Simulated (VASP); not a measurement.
The system is YbB2.

```xyz
3
Lattice="3.2294 0.0000 0.0000 -1.6147 2.7968 0.0000 0.0000 0.0000 3.8463" Properties=species:S:1:pos:R:3 pbc="T T T"
Yb    0.0000    0.0000    0.0000
B     0.0000    1.8645    1.9232
B     1.6147    0.9323    1.9232
```

Base run:

- Program: VASP 6.6.1
- Functional: PBE
- Potentials or basis: VASP PAW PBE potentials, release 64 (Yb, B)
- Cutoff: 520 eV
- k mesh: 12 × 12 × 10
- Occupations: gaussian, width 0.05 eV
- Spin: no spin polarisation

Its results: band gap on the k mesh zero (bands 15 and 16 overlap by 1.27 eV); pressure 0.7 GPa.

Problem. The run is repeated on the same cell with these changes: functional from PBE to PBEsol. What comes out?

Solution. Band gap on the k mesh zero (bands 15 and 16 overlap by 1.30 eV); pressure -4.2 GPa.

PBEsol binds more tightly than PBE, so the same cell stands under less pressure.

Caveats: spin-orbit coupling is left out, which moves the levels of the heavy elements; the cell stands under tension (at least some runs); the PAW data sets were made with another functional, which shifts forces and pressure a little (at least some runs).
